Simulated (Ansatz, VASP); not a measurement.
# Two plane-wave programs on HfO2

File INCAR:

```
  ALGO = Normal
  EDIFF = 1E-6
  ENCUT = 520
  GGA = PE
  ISIF = 2
  ISMEAR = 0
  LASPH = True
  LCHARG = False
  LREAL = False
  LWAVE = False
  NBANDS = 18
  NELM = 60
  PREC = Accurate
  SIGMA = 0.05
```

Contents of KPOINTS:

```
k-points
0
Gamma
  8 8 8
```

POSCAR

```
HfO2
1.0
    0.1359609561      2.5725372310      2.5725372310
    2.5725372310      0.1359609561      2.5725372310
    2.5725372310      2.5725372310      0.1359609561
Hf O
1 2
Direct
    0.0000000000      0.0000000000      0.0000000000
    0.2500000000      0.2500000000      0.2500000000
    0.7500000000      0.7500000000      0.7500000000
```

Input for Ansatz:

```yaml
crystal:
  lattice:
    - [0.1359609561, 2.572537231, 2.572537231]
    - [2.572537231, 0.1359609561, 2.572537231]
    - [2.572537231, 2.572537231, 0.1359609561]
  atoms:
    - { symbol: Hf, position: [0.0, 0.0, 0.0] }
    - { symbol: O, position: [0.25, 0.25, 0.25] }
    - { symbol: O, position: [0.75, 0.75, 0.75] }
basis:
  ecutwfc: 520.0
kpoints:
  mp_grid: { grid: [8, 8, 8] }
hamiltonian:
  xc: pbe
  pseudopotentials: { kind: paw, azcp: { folder: soft_1 } }
scf:
  occupations: { method: gaussian, width: 0.05 }
output:
  forces: true
  stress: true
  eigenvalues: true
```

Alike in both runs: task single point; functional PBE; k mesh 8 × 8 × 8; occupations gaussian, width 0.05 eV; no spin polarisation.

```csv
,VASP,Ansatz
version,VASP 6.6.1,Ansatz 0.2.0
potentials or method,"VASP PAW PBE potentials, release 64 (Hf_pv, O), cutoff 520 eV","scalar-relativistic, plane waves, PAW"
valence electrons in the cell,22,38
```

Ansatz gave:

```
gap on the k mesh at the Fermi level (eV)                     : 3.94
least direct gap on the mesh (eV)                             : 3.94
pressure (GPa)                                                : 17.2
traceless stress, the component that is largest in VASP (GPa) : -5.07
rms of the force components (eV/Å)                            : 0.325
```

What did VASP give for the same quantities?

gap on the k mesh at the Fermi level (eV): 3.97; least direct gap on the mesh (eV): 3.97; pressure (GPa): 13.0; traceless stress, the component that is largest in VASP (GPa): -4.84; rms of the force components (eV/Å): 0.296.

Atom by atom the forces differ by 0.029 eV/Å (rms over components). One of these differences is far larger than is usual between the two programs; its cause wasn't traced. With one functional, cell and mesh, what is left measures potentials, basis and numerics. VASP's potentials hold 22 valence electrons a cell and Ansatz's 38, so a difference there can come from the potentials and not from the codes.

Neither program's run includes spin-orbit coupling.
